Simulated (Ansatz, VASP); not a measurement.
**One calculation of TiN, two programs**

```
Ti N
1.0
     3.00288    0.00000    0.00000
    -1.50144    2.60057    0.00000
     0.00000    0.00000    7.35543
Ti N
3 3
Direct
  0.00000 0.00000 0.00000
  0.33333 0.66667 0.33333
  0.66667 0.33333 0.66667
  0.66667 0.33333 0.16667
  0.00000 0.00000 0.50000
  0.33333 0.66667 0.83333
```

Alike in both runs: functional PBE; k mesh 12 × 12 × 6; occupations gaussian, width 0.1 eV; no spin polarisation.

Ansatz relaxed the structure, and its values are those at the end. VASP's run is a single point on that final structure, the one shown.

|  | VASP | Ansatz |
| --- | --- | --- |
| version | VASP 6.6.1 | Ansatz 0.2.0 |
| potentials or method | VASP PAW PBE potentials, release 64 (Ti_sv, N), cutoff 520 eV | scalar-relativistic, plane waves, PAW |
| valence electrons in the cell | 51 | 51 |

VASP gave:

* gap on the k mesh at the Fermi level (eV): none
* pressure (GPa): 0.6

Estimate Ansatz's values.

gap on the k mesh at the Fermi level (eV): none; pressure (GPa): 0.0.

A gap of «none» marks a metal or a gap that the smearing closes.
